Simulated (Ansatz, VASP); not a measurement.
**Two plane-wave programs on Rh**

File INCAR:

```
PREC = Accurate
ENCUT = 600
EDIFF = 1E-7
ISMEAR = 0
SIGMA = 0.1
LREAL = False
LASPH = True
NELM = 100
ALGO = Normal
ISIF = 3
LWAVE = False
LCHARG = False
GGA = PE
IBRION = 2
NSW = 90
EDIFFG = -0.04
```

KPOINTS

```
Automatic mesh
0
Gamma
  8 8 6
```

The input POSCAR:

```
Rh
1.0
    1.2614504000     -2.1119237000      0.0000000000
    1.2614504000      2.1119237000      0.0000000000
    0.0000000000      0.0000000000      2.5069438300
Rh
1
Direct
    0.5000000000      0.5000000000      0.0000000000
```

Input for Ansatz:

```yaml
crystal:
  lattice:
    - [1.2614504, -2.1119237, 0.0]
    - [1.2614504, 2.1119237, 0.0]
    - [0.0, 0.0, 2.50694383]
  atoms:
    - { symbol: Rh, position: [0.5, 0.5, 0.0] }
basis:
  ecutwfc: 420
kpoints:
  mp_grid: { grid: [8, 8, 6] }
hamiltonian:
  xc: pbe
scf:
  occupations: { method: gaussian, width: 0.1 }
  lower_state_search: "off"
output:
  forces: true
  stress: true
  eigenvalues: true
relax:
  adjacent_minimum: "off"
  f_tol: 0.04
  max_steps: 70
  cell: { stress_tol: 0.4 }
```

Alike in both runs: task relaxation of cell and atoms; functional PBE; k mesh 8 × 8 × 6; occupations gaussian, width 0.1 eV; no spin polarisation.

|  | VASP | Ansatz |
| --- | --- | --- |
| version | VASP 6.6.1 | Ansatz 0.2.0 |
| potentials or method | VASP PAW PBE potentials, release 64 (Rh_pv), cutoff 600 eV | scalar-relativistic, plane waves, PAW |
| valence electrons in the cell | 15 | 17 |

|  | VASP | Ansatz | Ansatz less VASP |
| --- | --- | --- | --- |
| gap on the k mesh at the Fermi level, each at its own relaxed structure (eV) | none | none | - |
| relaxed volume (Å³/atom) | 15.37 | 15.38 | +0.009 |
| relaxed cell length with the largest relative difference (Å) | 2.566 | 2.567 | +0.0014 |

A gap of «none» marks a metal or a gap that the smearing closes. VASP's potentials hold 15 valence electrons a cell and Ansatz's 17, so a difference there can come from the potentials and not from the codes.

The k mesh is coarse, so the values compare programs but aren't converged. Noted on VASP's run: the volume moved by over 15 % at a fixed basis, so the end points are rough.
